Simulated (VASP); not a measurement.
Write the native input for VASP 6.6.1 that does the following.

| Item | Value |
| --- | --- |
| Task | single point |
| Functional | PBE |
| Potentials or basis | VASP PAW PBE potentials, release 64 (Cd, Si, P) |
| Cutoff | 500 eV |
| k mesh | 6 × 6 × 6 |
| Occupations | fermi-dirac, width 0.02 eV |
| Spin | no spin polarisation |
| Dipole correction | no |
| Further INCAR settings | ALGO = Normal; EDIFF = 1e-06; NBANDS = 36 |

The structure of CdSiP2 lies in POSCAR:

```
CdSiP2
1.0
   -2.8622486407      2.8622486407      5.2897352357
    2.8622486407     -2.8622486407      5.2897352357
    2.8622486407      2.8622486407     -5.2897352357
Cd Si P
2 2 4
Direct
    0.7500000000      0.2500000000      0.5000000000
    0.0000000000      0.0000000000      0.0000000000
    0.5000000000      0.5000000000      0.0000000000
    0.2500000000      0.7500000000      0.5000000000
    0.8750000000      0.8293936415      0.4543936415
    0.1706063585      0.6250000000      0.0456063585
    0.3750000000      0.4206063585      0.5456063585
    0.5793936415      0.1250000000      0.9543936415
```

The input as run:

INCAR

```
ALGO     = Normal         # electronic algorithm
EDIFF    = 1E-6           # SCF threshold, eV
ENCUT    = 500            # plane-wave cutoff, eV
GGA      = PE             # functional
GGA_COMPAT= False        
ISIF     = 2              # what is computed and relaxed
ISMEAR   = -1             # smearing method
LASPH    = True           # aspherical terms in the spheres
LCHARG   = False          # write CHGCAR
LREAL    = False          # projectors in reciprocal space
LWAVE    = False          # write WAVECAR
NBANDS   = 36             # bands
NELM     = 120            # most SCF steps
PREC     = Accurate       # precision mode
SIGMA    = 0.02           # smearing width, eV
```

KPOINTS

```
k-points
0
Gamma
  6 6 6
```

Potentials or basis: VASP PAW PBE potentials, release 64 (Cd, Si, P).

Command:

```console
$ cat potpaw_PBE.64/Cd/POTCAR potpaw_PBE.64/Si/POTCAR potpaw_PBE.64/P/POTCAR > POTCAR
$ mpirun -np 1 vasp_std > vasp.out
```

It gave:

The pressure is 0.1 GPa. The largest force is 0.041 eV/Å. The band gap on the k mesh is 1.42 eV.

Wall time 2 min on 1 thread of Intel(R) Xeon(R) 6975P-C (Granite Rapids), with other jobs on the host, peak memory 0.43 GiB.
